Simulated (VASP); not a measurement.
Ti: single point with r2SCAN

Ti:

```
Ti
1.0
     0.00000    1.86760    2.11120
     1.86760    0.00000    2.11120
     1.86760    1.86760    0.00000
Ti
1
Direct
  0.00000 0.00000 0.00000
```

This cell differs from its parent crystal: strain -0.080 along x and y, +0.040 along z.

* Program: VASP 6.6.1
* Task: single point
* Functional: r2SCAN
* Potentials or basis: VASP PAW PBE potentials, release 64 (Ti_sv)
* Cutoff: 520 eV
* k mesh: 20 × 20 × 20
* Occupations: gaussian, width 0.15 eV
* Spin: no spin polarisation
* Dipole correction: no
* Further INCAR settings: ALGO = Normal; EDIFF = 1e-07; NBANDS = 12

```
Pressure               : 24.0 GPa
Band gap on the k mesh : zero (band 6 reaches 10.83 eV, above the bottom of band 7 at 9.33 eV)
```

Stress tensor (GPa, compression positive):
```
24.64  0.00  0.00
 0.00 24.64  0.00
 0.00  0.00 22.59
```

Levels at points of the mesh, in eV from the Fermi level:
| k point | band 3 | band 4 | band 5 | band 6 | band 7 | band 8 | band 9 | band 10 |
| --- | --- | --- | --- | --- | --- | --- | --- | --- |
| (0.00, 0.00, 0.00) | -33.28 | -33.28 | -6.72 | 0.39 | 1.63 | 1.63 | 2.48 | 3.99 |
| (0.50, 0.00, 0.00) | -33.51 | -33.33 | -3.08 | 0.43 | 1.09 | 1.66 | 4.42 | 4.88 |
| (0.50, 0.50, 0.00) | -33.54 | -33.54 | -3.20 | -2.00 | 2.08 | 4.79 | 4.94 | 4.94 |
| (0.50, 0.00, 0.50) | -33.91 | -33.61 | -3.34 | -2.29 | 4.42 | 4.55 | 4.78 | 5.47 |

Wall time 2.5 min on 1 thread of Intel(R) Xeon(R) 6975P-C (Granite Rapids), on a shared host, peak memory 0.23 GiB.

Caveat: the cell differs from its parent crystal (strain -0.080 along x and y, +0.040 along z); the PAW data sets were made with another functional, which shifts forces and pressure a little.
